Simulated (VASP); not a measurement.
A run of VASP 6.6.1 is set up as follows.

The input INCAR:

```
PREC = Accurate
ENCUT = 600
EDIFF = 1E-6
ISMEAR = -1
SIGMA = 0.05
LREAL = F
LASPH = T
NELM = 200
ALGO = Normal
ISIF = 2
LWAVE = F
LCHARG = F
ISPIN = 2
MAGMOM = 2.14 -2.14
LORBIT = 11
LMAXMIX = 4
GGA = PE
NBANDS = 19
GGA_COMPAT = F
```

Contents of KPOINTS:

```
Automatic mesh
0
Gamma
  13 13 13
```

The input POSCAR:

```
Fe
1.0
    0.0000000000      2.3076080320      2.3076080320
    2.3076080320      0.0000000000      2.3076080320
    2.3076080320      2.3076080320      0.0000000000
Fe
2
Direct
    0.0000000000      0.0000000000      0.0000000000
    0.5000000000      0.5000000000      0.5000000000
```

Potentials or basis: VASP PAW PBE potentials, release 64 (Fe).

Run with:

```sh
$ cat potpaw_PBE.64/Fe/POTCAR > POTCAR
$ mpirun -np 1 vasp_std > vasp.out
```

**Question.** Predict the band gap on the k mesh.

**Answer.** Zero (filled and empty bands overlap).

**Question.** Predict the pressure.

**Answer.** 0.4 GPa.

**Question.** Predict the net moment.

**Answer.** 0.00 μB per cell.

**Question.** What does it give for the site moments?

**Answer.** Fe +1.46, -1.46 μB.

Caveat: the antiferromagnetic order is the one typed at the start, and another may lie lower.
